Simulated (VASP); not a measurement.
Input of a VASP 6.6.1 run:

INCAR

```
PREC = Accurate
ENCUT = 700
EDIFF = 1E-6
ISMEAR = -1
SIGMA = 0.05
LREAL = F
LASPH = T
NELM = 120
ALGO = Normal
ISIF = 2
LWAVE = F
LCHARG = T
GGA = CA
LELF = T
LVHAR = T
NBANDS = 16
GGA_COMPAT = F
```

File KPOINTS:

```
Automatic mesh
0
Gamma
  13 13 13
```

The input POSCAR:

```
Cu
1.0
   -1.4133402940      1.4133402940      1.3479902729
    1.4133402940     -1.4133402940      1.3479902729
    1.4133402940      1.4133402940     -1.3479902729
Cu
1
Direct
    0.0000000000      0.0000000000      0.0000000000
```

Potentials or basis: VASP PAW LDA potentials, release 64 (Cu_sv_GW).

Run with:

```sh
$ cat potpaw_LDA.64/Cu_sv_GW/POTCAR > POTCAR
$ mpirun -np 1 vasp_std > vasp.out
```

Question: Predict the pressure.

Answer: -1.5 GPa.

Stress tensor (GPa, compression positive):
```
-1.54  0.00  0.00
 0.00 -1.54  0.00
 0.00  0.00 -1.28
```
